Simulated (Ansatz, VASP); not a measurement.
# GaAs in VASP and in Ansatz

```xyz
2
Lattice="0.0000 2.8331 2.9464 2.8331 0.0000 2.9464 2.8331 2.8331 0.0000" Properties=species:S:1:pos:R:3 pbc="T T T"
Ga    0.0000    0.0000    0.0000
As    1.4165    1.4165    1.4732
```

Change from the starting cell: uniaxial_z strain +4.0%.

Alike in both runs: task single point; functional r2SCAN; k mesh 8 × 8 × 8; occupations fermi-dirac, width 0.02 eV; non-collinear spin, spin-orbit coupling.

|  | VASP | Ansatz |
| --- | --- | --- |
| version | VASP 6.6.1 | Ansatz 0.2.0 |
| potentials or method | VASP PAW PBE potentials, release 64 (Ga_d, As) | plane waves, PAW |
| plane-wave cutoff (eV) | 520 | 500 |
| valence electrons in the cell | 18 | 28 |

Ansatz gave:

| Item | Value |
| --- | --- |
| pressure (GPa) | -2.6 |
| traceless stress, the component that is largest in VASP (GPa) | -1.85 |
| net moment per atom (μB) | 0.00 |

Task: Which values does VASP return?

Result: Pressure (GPa): -2.5; traceless stress, the component that is largest in VASP (GPa): -1.84; net moment per atom (μB): 0.00.

VASP's potentials were made for PBE, not for r2SCAN. VASP's potentials hold 18 valence electrons a cell and Ansatz's 28, so a difference there can come from the potentials and not from the codes.
